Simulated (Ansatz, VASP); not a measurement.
**Two plane-wave programs on C**

```xyz
8
Lattice="2.5390 0.0000 0.0000 -1.2695 2.1988 0.0000 0.0000 0.0000 8.3736" Properties=species:S:1:pos:R:3 pbc="T T T"
C     0.0000   -0.0605    0.7785
C     0.0000   -0.0605    4.9653
C     0.0000   -0.0605    3.4083
C     0.0000   -0.0605    7.5951
C     0.0000    1.5264    1.3023
C     1.2695    0.7934    5.4892
C     0.0000    1.5264    2.8845
C     1.2695    0.7934    7.0713
```

Change from the starting cell: mode 14 frozen in at -0.060 Å, equal normal strain along x, y and z +0.0083.

Alike in both runs: task single point; functional PBE; k mesh 12 × 12 × 4; occupations gaussian, width 0.05 eV; no spin polarisation.

|  | VASP | Ansatz |
| --- | --- | --- |
| version | VASP 6.6.1 | Ansatz 0.2.0 |
| potentials or method | VASP PAW PBE potentials, release 64 (C), cutoff 520 eV | scalar-relativistic, plane waves, PAW |
| valence electrons in the cell | 32 | 32 |

|  | VASP | Ansatz | Ansatz less VASP |
| --- | --- | --- | --- |
| gap on the k mesh at the Fermi level (eV) | 2.98 | 2.99 | +0.009 |
| least direct gap on the mesh (eV) | 3.36 | 3.36 | +0.002 |
| pressure (GPa) | -4.4 | -5.0 | -0.57 |
| traceless stress, the component that is largest in VASP (GPa) | 3.90 | 3.86 | -0.041 |
| rms of the force components (eV/Å) | 2.104 | 2.088 | -0.0164 |

Atom by atom the forces differ by 0.017 eV/Å (rms over components).
